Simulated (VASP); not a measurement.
Set up this calculation in VASP 6.6.1, as the native input.

- Task: single point
- Functional: PBE
- Potentials or basis: VASP PAW PBE potentials, release 64 (Fe, Ni)
- Cutoff: 520 eV
- k mesh: 6 × 6 × 4
- Occupations: gaussian, width 0.1 eV
- Spin: collinear spin, ferromagnetic start
- Starting moments: [4.0, 2.0, 2.0] μB
- Dipole correction: no
- Further INCAR settings: ALGO = Normal; EDIFF = 1e-06; NBANDS = 25

The structure of FeNi2 lies in POSCAR:

```
FeNi2
1.0
    1.8492810700     -2.1504505300      0.0000000000
    1.8492810700      2.1504505300      0.0000000000
    0.0000000000      0.0000000000      3.8529053600
Fe Ni
1 2
Direct
    0.0000000000      0.0000000000      0.5000000000
    0.0000000000      0.0000000000      0.0000000000
    0.5000000000      0.5000000000      0.0000000000
```

These files were run (other wordings do the same):

INCAR

```
  PREC = Accurate
  ENCUT = 520
  EDIFF = 1E-6
  ISMEAR = 0
  SIGMA = 0.1
  LREAL = False
  LASPH = True
  NELM = 150
  ALGO = Normal
  ISIF = 2
  LWAVE = False
  LCHARG = True
  ISPIN = 2
  MAGMOM = 4 2 2
  LORBIT = 11
  LMAXMIX = 4
  GGA = PE
  LELF = True
  LVHAR = True
  NBANDS = 25
```

KPOINTS

```
Automatic mesh
0
Gamma
  6 6 4
```

Potentials or basis: VASP PAW PBE potentials, release 64 (Fe, Ni).

The run is started by

```sh
$ cat potpaw_PBE.64/Fe/POTCAR potpaw_PBE.64/Ni/POTCAR > POTCAR
$ mpirun -np 1 vasp_std > vasp.out
```

It gave:

* Pressure: 107.1 GPa
* Net moment: 3.41 μB per cell
* Site moments: Fe +2.44; Ni +0.56, +0.34 μB
* Valence electrons inside the program's atomic spheres: Fe 7.41; Ni 10.43, 9.98

Caveat: the k points lie up to 0.41 Å⁻¹ apart.

Run time: 28 s on 1 thread of Intel(R) Xeon(R) 6975P-C (Granite Rapids), on a shared host, peak memory 0.18 GiB.
